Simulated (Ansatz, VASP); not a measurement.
## NaF in VASP and in Ansatz

Contents of INCAR:

```
ALGO = Normal
EDIFF = 1E-6
ENCUT = 520
GGA = PS
ISIF = 2
ISMEAR = 0
LASPH = T
LCHARG = F
LREAL = F
LWAVE = F
NBANDS = 14
NELM = 100
PREC = Accurate
SIGMA = 0.05
```

Contents of KPOINTS:

```
k-points
0
Gamma
  8 8 8
```

File POSCAR:

```
NaF
1.0
    0.0000000000      2.1056067900      2.3233000000
    2.5409932100      0.0000000000      2.3233000000
    2.5409932100      2.1056067900      0.0000000000
Na F
1 1
Direct
    0.0000000000      0.0000000000      0.0000000000
    0.5000000000      0.5000000000      0.5000000000
```

Input for Ansatz:

```yaml
crystal:
  lattice:
    - [0.0, 2.10560679, 2.3233]
    - [2.54099321, 0.0, 2.3233]
    - [2.54099321, 2.10560679, 0.0]
  atoms:
    - { symbol: Na, position: [0.0, 0.0, 0.0] }
    - { symbol: F, position: [0.5, 0.5, 0.5] }
basis:
  ecutwfc: 420
kpoints:
  mp_grid: { grid: [8, 8, 8] }
hamiltonian:
  xc: pbesol
scf:
  occupations: { method: gaussian, width: 0.05 }
output:
  forces: true
  stress: true
  eigenvalues: true
```

Change from the starting cell: strain +0.0937 x Voigt [1, -1, 0, 0, 0, 0], atoms carried along.

Alike in both runs: task single point; functional PBEsol; k mesh 8 × 8 × 8; occupations gaussian, width 0.05 eV; no spin polarisation.

```csv
,VASP,Ansatz
version,VASP 6.6.1,Ansatz 0.2.0
potentials or method,"VASP PAW PBE potentials, release 64 (Na_pv, F), cutoff 520 eV","scalar-relativistic, plane waves, PAW"
valence electrons in the cell,14,16
```

|  | VASP | Ansatz | Ansatz less VASP |
| --- | --- | --- | --- |
| gap on the k mesh at the Fermi level (eV) | 6.11 | 6.13 | +0.024 |
| least direct gap on the mesh (eV) | 6.11 | 6.13 | +0.024 |
| pressure (GPa) | 3.3 | 3.3 | -0.06 |
| traceless stress, the component that is largest in VASP (GPa) | 10.68 | 10.19 | -0.486 |

VASP's potentials were made for PBE, not for PBEsol. VASP's potentials hold 14 valence electrons a cell and Ansatz's 16, so a difference there can come from the potentials and not from the codes.
